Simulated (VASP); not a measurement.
Set up this calculation in VASP 6.6.1, as the native input.

| Quantity | Value |
| --- | --- |
| Task | single point |
| Functional | PBE |
| Dispersion | D3(BJ) |
| Potentials or basis | VASP PAW PBE potentials, release 64 (C, H) |
| Cutoff | 520 eV |
| k mesh | 6 × 6 × 1 |
| Occupations | gaussian, width 0.1 eV |
| Spin | no spin polarisation |
| Dipole correction | yes |
| Further INCAR settings | ALGO = Normal; EDIFF = 1e-07; NBANDS = 28 |

The structure of HC4 lies in POSCAR:

```
HC4
1.0
    4.9313048819      0.0000000000      0.0000000000
   -2.4656524409      4.2706353015      0.0000000000
    0.0000000000      0.0000000000     18.0000331942
C H
8 2
Direct
    0.3333333333      0.1666666667      0.2222236565
    0.3333333333      0.6666666667      0.2222236565
    0.8333333333      0.1666666667      0.2222236565
    0.8333333333      0.6666666667      0.2222236565
    0.1666666667      0.3333333333      0.2222218124
    0.1666666667      0.8333333333      0.2222218124
    0.6666666667      0.3333333333      0.2222218124
    0.6666666667      0.8333333333      0.2222218124
    0.2401531283      0.1666666667      0.3361123354
    0.4265135384      0.1666666667      0.3361123354
```

One way to write it, as run:

INCAR

```
  PREC = Accurate
  ENCUT = 520
  EDIFF = 1E-7
  ISMEAR = 0
  SIGMA = 0.1
  LREAL = False
  LASPH = True
  NELM = 60
  ALGO = Normal
  ISIF = 2
  LWAVE = False
  LCHARG = False
  LDIPOL = True
  IDIPOL = 3
  DIPOL = 0.5 0.5 0.245
  GGA = PE
  IVDW = 12
  NBANDS = 28
```

KPOINTS

```
regular mesh
0
Gamma
  6 6 1
```

Potentials or basis: VASP PAW PBE potentials, release 64 (C, H).

Command:

```console
$ cat potpaw_PBE.64/C/POTCAR potpaw_PBE.64/H/POTCAR > POTCAR
$ mpirun -np 1 vasp_std > vasp.out
```

It gave:

```
Largest force              : 3.549 eV/Å
Band gap on the k mesh     : 0.11 eV
Dispersion energy per atom : -0.088 eV
```

It took 3.1 min on 1 thread of Intel(R) Xeon(R) 6975P-C (Granite Rapids), with other jobs on the host, peak memory 0.53 GiB.
